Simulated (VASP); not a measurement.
Write the native input for VASP 6.6.1 that does the following.

- Task: single point
- Functional: PBEsol
- Potentials or basis: VASP PAW PBE potentials, release 64 (Ga_d, N)
- Cutoff: 520 eV
- k mesh: 12 × 12 × 4
- Occupations: gaussian, width 0.01 eV
- Spin: no spin polarisation
- Dipole correction: no
- Further INCAR settings: ALGO = Normal; EDIFF = 1e-06; NBANDS = 26

The structure of GaN lies in POSCAR:

```
GaN
1.0
    3.2218469041      0.0000000000      0.0000000000
   -1.6109234521      2.7902014849      0.0000000000
    0.0000000000      0.0000000000      5.2339814801
Ga N
2 2
Direct
    0.3333333333      0.6666666667      0.0000000000
    0.6666666667      0.3333333333      0.5000000000
    0.3333333333      0.6666666667      0.3750000000
    0.6666666667      0.3333333333      0.8750000000
```

The input as run:

INCAR

```
PREC = Accurate ; ENCUT = 520
EDIFF = 1E-6 ; ISMEAR = 0
SIGMA = 0.01 ; LREAL = F
LASPH = T ; NELM = 100
ALGO = Normal ; ISIF = 2
LWAVE = F ; LCHARG = F
GGA = PS ; NBANDS = 26
```

KPOINTS

```
Automatic mesh
0
Gamma
  12 12 4
```

Potentials or basis: VASP PAW PBE potentials, release 64 (Ga_d, N).

The run is started by

```console
$ cat potpaw_PBE.64/Ga_d/POTCAR potpaw_PBE.64/N/POTCAR > POTCAR
$ mpirun -np 1 vasp_std > vasp.out
```

Results of the run:

The pressure is -6.1 GPa. The largest force is 0.120 eV/Å and the band gap on the k mesh is 1.67 eV.

Caveat: the cell stands under tension; the PAW data sets were made with another functional, which shifts forces and pressure a little.

Wall time 3.2 min on 1 thread of Intel Xeon 8259CL, with other jobs on the host, peak memory 0.2 GiB.
